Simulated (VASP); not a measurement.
Write the native input for VASP 6.6.1 that does the following.

* Task: single point
* Functional: PBE
* Potentials or basis: VASP PAW PBE potentials, release 64 (Ga_d)
* Cutoff: 520 eV
* k mesh: 16 × 16 × 9
* Occupations: fermi-dirac, width 0.1 eV
* Spin: no spin polarisation
* Dipole correction: no
* Further INCAR settings: ALGO = Normal; EDIFF = 1e-06; NBANDS = 20

The structure of Ga lies in POSCAR:

```
Ga
1.0
    2.6568717997      0.0000000000      0.0000000000
   -1.3284358998      2.3009184731      0.0000000000
    0.0000000000      0.0000000000      4.3992240860
Ga
2
Direct
    0.3333333333      0.6666666667      0.2500000000
    0.6666666667      0.3333333333      0.7500000000
```

One way to write it, as run:

INCAR

```
  PREC = Accurate
  ENCUT = 520
  EDIFF = 1E-6
  ISMEAR = -1
  SIGMA = 0.1
  LREAL = False
  LASPH = True
  NELM = 80
  ALGO = Normal
  ISIF = 2
  LWAVE = False
  LCHARG = False
  GGA = PE
  NBANDS = 20
```

KPOINTS

```
regular mesh
0
Gamma
  16 16 9
```

Potentials or basis: VASP PAW PBE potentials, release 64 (Ga_d).

Command:

```bash
$ cat potpaw_PBE.64/Ga_d/POTCAR > POTCAR
$ mpirun -np 1 vasp_std > vasp.out
```

It gave:

```yaml
Pressure: 39.4 GPa
Band_gap_on_the_k_mesh: zero (band 13 reaches 13.86 eV, above the bottom of band 14 at 5.80 eV)
```

Run time: 50 s on 1 thread of Intel(R) Xeon(R) Platinum 8488C (Sapphire Rapids), on a shared host, peak memory 0.19 GiB.
